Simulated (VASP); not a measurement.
Set up this calculation in VASP 6.6.1, as the native input.

| Quantity | Value |
| --- | --- |
| Task | single point |
| Functional | PBEsol |
| Potentials or basis | VASP PAW PBE potentials, release 64 (Mg, I) |
| Cutoff | 520 eV |
| k mesh | 7 × 7 × 4 |
| Occupations | fermi-dirac, width 0.03 eV |
| Spin | no spin polarisation |
| Dipole correction | no |
| Further INCAR settings | ALGO = Normal; EDIFF = 1e-07; NBANDS = 15 |

The structure of MgI2 lies in POSCAR:

```
MgI2
1.0
    4.2083603386      0.0000000000      0.0000000000
   -2.1041801693      3.6445469615      0.0000000000
    0.0000000000      0.0000000000      6.9522998290
Mg I
1 2
Direct
    0.0000000000      0.0000000000      0.0000000000
    0.3333333333      0.6666666667      0.7576300000
    0.6666666667      0.3333333333      0.2423700000
```

This cell differs from its parent crystal: volume scaled by 1.04.

One way to write it, as run:

INCAR

```
ALGO = Normal
EDIFF = 1E-7
ENCUT = 520
GGA = PS
ISIF = 2
ISMEAR = -1
LASPH = T
LCHARG = F
LREAL = F
LWAVE = F
NBANDS = 15
NELM = 100
PREC = Accurate
SIGMA = 0.03
```

KPOINTS

```
k-points
0
Gamma
  7 7 4
```

Potentials or basis: VASP PAW PBE potentials, release 64 (Mg, I).

The run is started by

```bash
$ cat potpaw_PBE.64/Mg/POTCAR potpaw_PBE.64/I/POTCAR > POTCAR
$ mpirun -np 1 vasp_std > vasp.out
```

Results of the run:

The pressure is -1.3 GPa and the largest force is 0.217 eV/Å. The band gap on the k mesh is 3.42 eV, direct.

Caveat: the PAW data sets were made with another functional, which shifts forces and pressure a little; spin-orbit coupling is left out, which moves the levels of the heavy elements; this functional lacks dispersion, which binds the layers, so the pressure and a relaxed spacing across them are unreliable.

It took 18 s on 1 thread of Intel(R) Xeon(R) 6975P-C (Granite Rapids), with other jobs on the host, peak memory 0.23 GiB.
